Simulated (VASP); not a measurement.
Here is a VASP 6.6.1 calculation.

The input INCAR:

```
PREC = Accurate
ENCUT = 600
EDIFF = 1E-6
ISMEAR = 0
SIGMA = 0.05
LREAL = F
LASPH = T
NELM = 200
ALGO = Normal
ISIF = 2
LWAVE = F
LCHARG = T
ISPIN = 2
MAGMOM = 2.5 1.5
LORBIT = 11
LMAXMIX = 4
GGA = PE
LELF = T
LVHAR = T
NBANDS = 20
GGA_COMPAT = F
```

The input KPOINTS:

```
regular mesh
0
Gamma
  12 12 12
```

File POSCAR:

```
FeCo
1.0
    2.8569993142      0.0000000000      0.0000000000
    0.0000000000      2.8569993142      0.0000000000
    0.0000000000      0.0000000000      2.8569993142
Fe Co
1 1
Direct
    0.5000000000      0.5000000000      0.5000000000
    0.0000000000      0.0000000000      0.0000000000
```

Potentials or basis: VASP PAW PBE potentials, release 64 (Fe, Co).

The run is started by

```console
$ cat potpaw_PBE.64/Fe/POTCAR potpaw_PBE.64/Co/POTCAR > POTCAR
$ mpirun -np 1 vasp_std > vasp.out
```

**Question.** Estimate the site moments.

**Answer.** Fe +2.80; Co +1.77 μB.

**Question.** Predict the net moment.

**Answer.** 4.55 μB per cell.

**Question.** Estimate the pressure.

**Answer.** -2.9 GPa.
